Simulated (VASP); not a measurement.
# SnSe (P4/nmm) in VASP: notebook, part 2 of 2

VASP 6.6.1. Earlier steps stand in the parts before.

## Step 5: Single point, PBE+D3(BJ)

This run uses another cell than the first one: it holds 8 atoms, not 4.

INCAR reads:

```
SYSTEM = SnSe
PREC     = Accurate       ! precision mode
ENCUT    = 520            ! plane-wave cutoff, eV
EDIFF    = 1E-7           ! SCF threshold, eV
ISMEAR   = 0              ! smearing method
SIGMA    = 0.03           ! smearing width, eV
LREAL    = .FALSE.        ! projectors in reciprocal space
LASPH    = .TRUE.         ! aspherical terms in the spheres
NELM     = 80             ! most SCF steps
ALGO     = Normal         ! electronic algorithm
ISIF     = 2              ! what is computed and relaxed
LWAVE    = .FALSE.        ! write WAVECAR
LCHARG   = .TRUE.         ! write CHGCAR
GGA      = PE             ! functional
IVDW     = 12             ! dispersion correction
LELF     = .TRUE.         ! ELF
LVHAR    = .TRUE.       
NBANDS   = 50             ! bands
```

KPOINTS reads:

```
Automatic mesh
0
G
  4 4 4
  0 0 0
```

POSCAR reads:

```
SnSe
1.0
    4.2220107900      4.2220107900      0.0000000000
    4.2220107900     -4.2220107900      0.0000000000
    0.0000000000      0.0000000000     -5.9710971952
Sn Se
4 4
Direct
    0.7500000000      0.7500000000      0.7499112807
    0.2500000000      0.2500000000      0.7499112807
    0.2500000000      0.7500000000      0.2500887193
    0.7500000000      0.2500000000      0.2500887193
    0.2500000000      0.2500000000      0.2500648129
    0.7500000000      0.7500000000      0.2500648129
    0.7500000000      0.2500000000      0.7499351871
    0.2500000000      0.7500000000      0.7499351871
```

Potentials or basis: VASP PAW PBE potentials, release 64 (Sn_d, Se).

The run is started by

```sh
> cat potpaw_PBE.64/Sn_d/POTCAR potpaw_PBE.64/Se/POTCAR > POTCAR
> mpirun -np 1 vasp_std > vasp.out
```

OUTCAR:

```text
SYSTEM = SnSe
   PREC = Accurate
   ENCUT = 520
   EDIFF = 1E-7
   ISMEAR = 0
   LREAL = .FALSE.
   LASPH = .TRUE.
   NELM = 80
   ISIF = 2
   GGA = PE
   IVDW = 12
 IVDW          = 12

 ion  position               nearest neighbor table
   1  0.750  0.750  0.750-   6 2.98   7 2.99   8 2.99   7 2.99   8 2.99   6 2.99
   2  0.250  0.250  0.750-   5 2.98   7 2.99   8 2.99   8 2.99   7 2.99   5 2.99
   3  0.250  0.750  0.250-   8 2.98   6 2.99   5 2.99   5 2.99   6 2.99   8 2.99
   4  0.750  0.250  0.250-   7 2.98   6 2.99   5 2.99   6 2.99   5 2.99   7 2.99
   5  0.250  0.250  0.250-   2 2.98   3 2.99   4 2.99   3 2.99   4 2.99   2 2.99
   6  0.750  0.750  0.250-   1 2.98   3 2.99   4 2.99   4 2.99   3 2.99   1 2.99
   7  0.750  0.250  0.750-   4 2.98   2 2.99   1 2.99   1 2.99   2 2.99   4 2.99
   8  0.250  0.750  0.750-   3 2.98   2 2.99   1 2.99   2 2.99   1 2.99   3 2.99
[... 7 lines left out ...]
 A1 = (   4.2220107900,   4.2220107900,   0.0000000000)
 A2 = (   4.2220107900,  -4.2220107900,   0.0000000000)
 A3 = (   0.0000000000,   0.0000000000,  -5.9710971952)

Analysis of symmetry for initial positions (statically):
=====================================================================
 Subroutine PRICEL returns following result:

  LATTYP: Found a simple tetragonal cell.
 ALAT       =     4.2220107900
 C/A-ratio  =     1.4142780519

  Lattice vectors:

 A1 = (   0.0000000000,   4.2220107900,   0.0000000000)
 A2 = (   4.2220107900,   0.0000000000,   0.0000000000)
 A3 = (   0.0000000000,   0.0000000000,  -5.9710971952)

   2 primitive cells build up your supercell.

 Routine SETGRP: Setting up the symmetry group for a
 simple tetragonal supercell.

 Subroutine GETGRP returns: Found 16 space group operations
 (whereof  8 operations were pure point group operations)
 out of a pool of 16 trial point group operations.

The static configuration has the point symmetry D_2d.
 The point group associated with its full space group is D_4h.

Analysis of symmetry for dynamics (positions and initial velocities):
=====================================================================
 Subroutine PRICEL returns following result:
[... 145 lines left out ...]
   AEXX    =    0.0000 exact exchange contribution
   IVDW    =    12    specifies the selected vdW correction
   LEPSILON=     F    determine dielectric tensor
   LRPA    =     F    only Hartree local field effects (RPA)
 non-spin polarized calculation
 Gauss-broadening in eV      SIGMA  =   0.03
  energy-cutoff  :      520.00
  volume of cell :      212.87
 maximum number of plane-waves:      5832
 NGX is ok and might be reduce to    48

 number of electron      79.9999985 magnetization

 Free energy of the ion-electron system (eV)
  ---------------------------------------------------
  ext. energy  EPLUGINS =         0.00000000
  ---------------------------------------------------
  free energy    TOTEN  =       -32.75429390 eV

  energy without entropy =      -32.75429390  energy(sigma->0) =      -32.75429390

 E-fermi :   6.0555     XC(G=0):  -9.7139

 val. band max:        5.8407375168   @ k =   0.5000   0.5000   0.5000
 cond. band min:       6.5295372452   @ k =   0.5000   0.5000   0.5000
 fundamental gap:      0.6887997284
 Fermi energy:         6.0554945533

 k-point     1 :       0.0000    0.0000    0.0000
  band No.  band energies     occupation
      1     -15.7633      2.00000
      2     -15.7633      2.00000
      3     -15.7633      2.00000
      4     -15.7392      2.00000
      5     -15.7392      2.00000
      6     -15.7392      2.00000
[... 943 lines left out ...]
     49       7.1000      0.00000
     50       7.1000      0.00000

------------------------ aborting loop because EDIFF is reached ----------------------------------------

 Edisp (eV)   -2.89872

 E8    (eV) :    -1.3063

  FORCE on cell =-STRESS in cart. coord.  units (eV):
  Direction    XX          YY          ZZ          XY          YZ          ZX
  --------------------------------------------------------------------------------------
  -------------------------------------------------------------------------------------
  Total      -0.13688    -0.13688    -0.14552     0.00000    -0.00000     0.00000
  in kB      -1.03025    -1.03025    -1.09525     0.00000    -0.00000     0.00000
  external pressure =       -1.05 kB  Pullay stress =        0.00 kB

 VOLUME and BASIS-vectors are now :
 -----------------------------------------------------------------------------
  energy-cutoff  :      520.00
  volume of cell :      212.87
      direct lattice vectors                 reciprocal lattice vectors
     4.222010790  4.222010790  0.000000000     0.118426983  0.118426983  0.000000000
     4.222010790 -4.222010790  0.000000000     0.118426983 -0.118426983  0.000000000
     0.000000000  0.000000000 -5.971097195     0.000000000  0.000000000 -0.167473409

 POSITION                                       TOTAL-FORCE (eV/Angst)
 -----------------------------------------------------------------------------------
      6.33302      0.00000     -4.47779        -0.000000     -0.000000     -0.000850
      2.11101      0.00000     -4.47779        -0.000000     -0.000000     -0.000850
      4.22201     -2.11101     -1.49330         0.000000      0.000000      0.000850
      4.22201      2.11101     -1.49330         0.000000      0.000000      0.000850
      2.11101      0.00000     -1.49316        -0.000000     -0.000000      0.000760
      6.33302      0.00000     -1.49316        -0.000000     -0.000000      0.000760
      4.22201      2.11101     -4.47794        -0.000000     -0.000000     -0.000760
      4.22201     -2.11101     -4.47794         0.000000     -0.000000     -0.000760
 -----------------------------------------------------------------------------------
    total drift:                               -0.000000      0.000000     -0.000000

  FREE ENERGIE OF THE ION-ELECTRON SYSTEM (eV)
  ---------------------------------------------------
  free  energy   TOTEN  =       -35.6530106760 eV

  energy  without entropy=      -35.6530106760  energy(sigma->0) =      -35.65301068
```

OSZICAR:

```text
N       E                     dE             d eps       ncg     rms          rms(c)
DAV:   1     0.872439596670E+03    0.87244E+03   -0.36763E+04  1930   0.206E+03
DAV:   2     0.118456780096E+03   -0.75398E+03   -0.72911E+03  1800   0.593E+02
DAV:   3    -0.231994883650E+02   -0.14166E+03   -0.13507E+03  2156   0.204E+02
DAV:   4    -0.330510187881E+02   -0.98515E+01   -0.96130E+01  2132   0.532E+01
DAV:   5    -0.334034633652E+02   -0.35244E+00   -0.35076E+00  2150   0.103E+01    0.626E+00
DAV:   6    -0.327453037334E+02    0.65816E+00   -0.12645E+00  2342   0.500E+00    0.386E+00
DAV:   7    -0.327496539395E+02   -0.43502E-02   -0.43778E-01  2310   0.210E+00    0.162E+00
DAV:   8    -0.327545311359E+02   -0.48772E-02   -0.43336E-02  2254   0.127E+00    0.260E-01
DAV:   9    -0.327540395130E+02    0.49162E-03   -0.67321E-03  2264   0.509E-01    0.943E-02
DAV:  10    -0.327542381942E+02   -0.19868E-03   -0.85765E-04  2278   0.116E-01    0.417E-02
DAV:  11    -0.327542944731E+02   -0.56279E-04   -0.15012E-04  2356   0.645E-02    0.925E-03
DAV:  12    -0.327542947392E+02   -0.26609E-06   -0.90027E-06  2168   0.192E-02    0.677E-03
DAV:  13    -0.327542943415E+02    0.39768E-06   -0.73971E-07  1924   0.385E-03    0.117E-03
DAV:  14    -0.327542938392E+02    0.50228E-06   -0.39088E-07  1624   0.432E-03    0.724E-04
DAV:  15    -0.327542939047E+02   -0.65536E-07   -0.29981E-08  1236   0.990E-04
   1 F= -.35653011E+02 E0= -.35653011E+02  d E =-.587442E-25
```

stdout:

```text
POSCAR found type information on POSCAR SnSe
 POSCAR found :  2 types and       8 ions
 scaLAPACK will be used
 LDA part: xc-table for (Slater+PW92), standard interpolation
 POSCAR, INCAR and KPOINTS ok, starting setup
 FFT: planning ... GRIDC
 FFT: planning ... GRID_SOFT
 FFT: planning ... GRID
 WAVECAR not read
 entering main loop
```

It took 6.8 min on 1 thread of Oxide Virtual Turin-like, shared host; peak memory 0.39 GiB.

Results:

```
Free energy                : -35.6530 eV
Pressure                   : -0.1 GPa
Band gap on the k mesh     : 0.69 eV
Dispersion energy per atom : -0.362 eV
```

Caveat: spin-orbit coupling is left out, which moves the levels of the heavy elements.

## Step 6: Single point, PBE+D3(BJ)

This run uses another cell than the first one: it holds 8 atoms, not 4.

INCAR reads:

```
SYSTEM = SnSe
  PREC = Accurate
  ENCUT = 520
  EDIFF = 1E-6
  ISMEAR = 0
  SIGMA = 0.03
  LREAL = .False.
  LASPH = .True.
  NELM = 100
  ALGO = Normal
  ISIF = 2
  LWAVE = .False.
  LCHARG = .False.
  GGA = PE
  IVDW = 12
  NBANDS = 50
```

KPOINTS reads:

```
Automatic mesh
0
Gamma
  6 4 4
  0 0 0
```

POSCAR reads:

```
SnSe
1.0
   -4.2220107900      0.0000000000      0.0000000000
    0.0000000000      0.0000000000     -5.9710971952
    0.0000000000     -8.4440215800      0.0000000000
Sn Se
4 4
Direct
    0.5000000000      0.7499112807      0.0000000000
    0.5000000000      0.7499112807      0.5000000000
    1.0000000000      0.2500887193      0.2500000000
    1.0000000000      0.2500887193      0.7500000000
    0.5000000000      0.2500648129      0.5000000000
    0.5000000000      0.2500648129      1.0000000000
    0.0000000000      0.7499351871      0.2500000000
    0.0000000000      0.7499351871      0.7500000000
```

Potentials or basis: VASP PAW PBE potentials, release 64 (Sn_d, Se).

The run is started by

```sh
> cat potpaw_PBE.64/Sn_d/POTCAR potpaw_PBE.64/Se/POTCAR > POTCAR
> mpirun -np 1 vasp_std > vasp.out
```

It took 9.5 min on 1 thread of Oxide Virtual Turin-like, shared host; peak memory 0.43 GiB.

The run converged. Its results:

```
Free energy                : -35.6936 eV
Pressure                   : 0.0 GPa
Band gap on the k mesh     : 0.58 eV
Dispersion energy per atom : -0.362 eV
```

Stress tensor (GPa, compression positive):
```
-0.21  0.00  0.00
 0.00 -0.22  0.00
 0.00  0.00  0.43
```

Levels at points of the mesh, in eV from the valence-band top:
| k point | band 37 | band 38 | band 39 | band 40 | band 41 | band 42 | band 43 | band 44 |
| --- | --- | --- | --- | --- | --- | --- | --- | --- |
| (0.00, 0.00, 0.00) | -2.13 | -2.13 | -0.57 | -0.57 | 1.27 | 1.27 | 1.77 | 1.77 |
| (0.50, 0.00, 0.00) | -2.13 | -2.13 | -0.57 | -0.57 | 1.26 | 1.26 | 1.77 | 1.77 |
| (0.00, 0.50, 0.00) | -1.70 | -1.69 | 0.00 | 0.00 | 0.69 | 0.69 | 1.26 | 1.26 |
| (0.50, 0.50, 0.00) | -0.78 | -0.78 | 0.00 | 0.00 | 0.69 | 0.69 | 1.25 | 1.25 |
| (0.00, 0.00, 0.50) | -1.95 | -1.95 | -0.95 | -0.95 | 2.21 | 2.21 | 2.51 | 2.51 |
| (0.50, 0.00, 0.50) | -2.22 | -2.22 | -2.22 | -2.22 | 3.09 | 3.09 | 3.09 | 3.09 |
| (0.00, 0.50, 0.50) | -0.88 | -0.88 | -0.88 | -0.88 | 1.28 | 1.28 | 1.28 | 1.28 |
| (0.50, 0.50, 0.50) | -0.76 | -0.76 | -0.76 | -0.76 | 1.05 | 1.05 | 1.05 | 1.05 |

Caveat: spin-orbit coupling is left out, which moves the levels of the heavy elements.

## Step 7: The runs side by side

```csv
task,cell,k mesh,cutoff (eV),smearing,gap on the mesh (eV),pressure (GPa)
single point,"a = 4.213, b = 4.213, c = 5.986 Å, 4 atoms",6 × 6 × 4,520,gaussian 0.02 eV,0.70,0.0
single point,"a = 4.222, b = 4.222, c = 5.971 Å, 4 atoms",6 × 6 × 6,520,gaussian 0.02 eV,0.40,0.0
relaxation of cell and atoms,"relaxed from a = 4.213, b = 4.213, c = 5.986 Å, 4 atoms",6 × 6 × 6,600,gaussian 0.02 eV,0.40,0.0
single point,"a = 5.971 Å, 8 atoms",4 × 4 × 4,520,gaussian 0.03 eV,0.69,-0.1
single point,"a = 4.222, b = 5.971, c = 8.444 Å, 8 atoms",6 × 4 × 4,520,gaussian 0.03 eV,0.58,0.0
```

Alike in all rows: level PBE+D3(BJ); potentials or basis VASP PAW PBE potentials, release 64 (Sn_d, Se); no spin polarisation.

Caveats: spin-orbit coupling is left out, which moves the levels of the heavy elements.

Total energies depend on the potentials used, so only differences within one code and one set of settings carry meaning.
